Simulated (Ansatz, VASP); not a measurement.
Two plane-wave programs on ScIr3C

INCAR

```
ALGO     = Normal         # electronic algorithm
EDIFF    = 1E-6           # SCF threshold, eV
ENCUT    = 520            # plane-wave cutoff, eV
GGA      = PE             # functional
ISIF     = 2              # what is computed and relaxed
ISMEAR   = 1              # smearing method
LASPH    = T              # aspherical terms in the spheres
LCHARG   = T              # write CHGCAR
LELF     = T              # ELF
LREAL    = F              # projectors in reciprocal space
LVHAR    = T            
LWAVE    = F              # write WAVECAR
NBANDS   = 29             # bands
NELM     = 60             # most SCF steps
PREC     = Accurate       # precision mode
SIGMA    = 0.05           # smearing width, eV
```

KPOINTS

```
k-points
0
Gamma
  5 5 5
```

File POSCAR:

```
ScIr3C
1.0
    4.6003184618      0.0000000000      0.0000000000
    0.0000000000      4.6003184618      0.0000000000
    0.0000000000      0.0000000000      4.6003184618
Sc Ir C
1 3 1
Direct
    0.0000000000      0.0000000000      0.0000000000
    0.5000000000      0.0000000000      0.0000000000
    0.0000000000      0.5000000000      0.0000000000
    0.0000000000      0.0000000000      0.5000000000
    0.5000000000      0.5000000000      0.5000000000
```

Input for Ansatz:

```yaml
crystal:
  lattice:
    - [4.600318461775316, 0.0, 0.0]
    - [0.0, 4.600318461775316, 0.0]
    - [0.0, 0.0, 4.600318461775316]
  atoms:
    - { symbol: Sc, position: [0.0, 0.0, 0.0] }
    - { symbol: Ir, position: [0.5, 0.0, 0.0] }
    - { symbol: Ir, position: [0.0, 0.5, 0.0] }
    - { symbol: Ir, position: [0.0, 0.0, 0.5] }
    - { symbol: C, position: [0.5, 0.5, 0.5] }
basis:
  ecutwfc: 500.0
kpoints:
  mp_grid:
    grid: [5, 5, 5]
hamiltonian:
  xc: pbe
scf:
  occupations:
    method: methfessel_paxton
    width: 0.05
output:
  stress: true
```

Alike in both runs: task single point; functional PBE; k mesh 5 × 5 × 5; occupations methfessel-paxton of order 1, width 0.05 eV; no spin polarisation.

|  | VASP | Ansatz |
| --- | --- | --- |
| version | VASP 6.6.1 | Ansatz 0.2.0 |
| potentials or method | VASP PAW PBE potentials, release 64 (Sc_sv, Ir, C), cutoff 520 eV | plane waves, PAW |
| valence electrons in the cell | 42 | 66 |

```csv
,VASP,Ansatz,Ansatz less VASP
pressure (GPa),5.1,4.2,-0.93
```

VASP's potentials hold 42 valence electrons a cell and Ansatz's 66, so a difference there can come from the potentials and not from the codes.

Spin-orbit coupling is off throughout.
